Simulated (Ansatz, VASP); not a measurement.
# Two plane-wave programs on SnSe2

INCAR

```
  PREC = Accurate
  ENCUT = 520
  EDIFF = 1E-6
  ISMEAR = 0
  SIGMA = 0.02
  LREAL = False
  LASPH = True
  NELM = 60
  ALGO = Normal
  ISIF = 2
  LWAVE = False
  LCHARG = False
  GGA = PS
  NBANDS = 20
```

The input KPOINTS:

```
regular mesh
0
Gamma
  9 9 6
```

Contents of POSCAR:

```
SnSe2
1.0
    3.6884751708     -0.0966088191     -0.1286974289
   -1.9279032770      3.3392209535     -0.0000095099
   -0.2072464900     -0.1196715000      5.6613211300
Sn Se
1 2
Direct
    0.0000000000      0.0125415578      0.0000000000
    0.3285018352      0.6579801387      0.2595464597
    0.6714981648      0.3294783035      0.7404535403
```

Input for Ansatz:

```yaml
crystal:
  lattice:
    - [3.6884751708, -0.0966088191, -0.1286974289]
    - [-1.927903277, 3.3392209535, -9.5099e-06]
    - [-0.20724649, -0.1196715, 5.66132113]
  atoms:
    - { symbol: Sn, position: [0.0, 0.0125415578, 0.0] }
    - { symbol: Se, position: [0.3285018352, 0.6579801387, 0.2595464597] }
    - { symbol: Se, position: [0.6714981648, 0.3294783035, 0.7404535403] }
basis:
  ecutwfc: 420
kpoints:
  mp_grid: { grid: [9, 9, 6] }
hamiltonian:
  xc: pbesol
scf:
  occupations: { method: gaussian, width: 0.02 }
output:
  forces: true
  stress: true
  eigenvalues: true
  populations: true
```

Alike in both runs: task single point; functional PBEsol; k mesh 9 × 9 × 6; occupations gaussian, width 0.02 eV; no spin polarisation.

|  | VASP | Ansatz |
| --- | --- | --- |
| version | VASP 6.6.1 | Ansatz 0.2.0 |
| potentials or method | VASP PAW PBE potentials, release 64 (Sn_d, Se), cutoff 520 eV | scalar-relativistic, plane waves, PAW |
| valence electrons in the cell | 26 | 46 |

|  | VASP | Ansatz | Ansatz less VASP |
| --- | --- | --- | --- |
| gap on the k mesh at the Fermi level (eV) | none | none | - |
| pressure (GPa) | 11.1 | 10.8 | -0.20 |
| traceless stress, the component that is largest in VASP (GPa) | 3.61 | 3.62 | +0.015 |
| rms of the force components (eV/Å) | 0.894 | 0.882 | -0.0117 |

VASP's potentials were made for PBE, not for PBEsol. Atom by atom the forces differ by 0.013 eV/Å (rms over components). A gap of «none» marks a metal or a gap that the smearing closes. VASP's potentials hold 26 valence electrons a cell and Ansatz's 46, so a difference there can come from the potentials and not from the codes. Ansatz's warnings: near symmetry operations not taken.
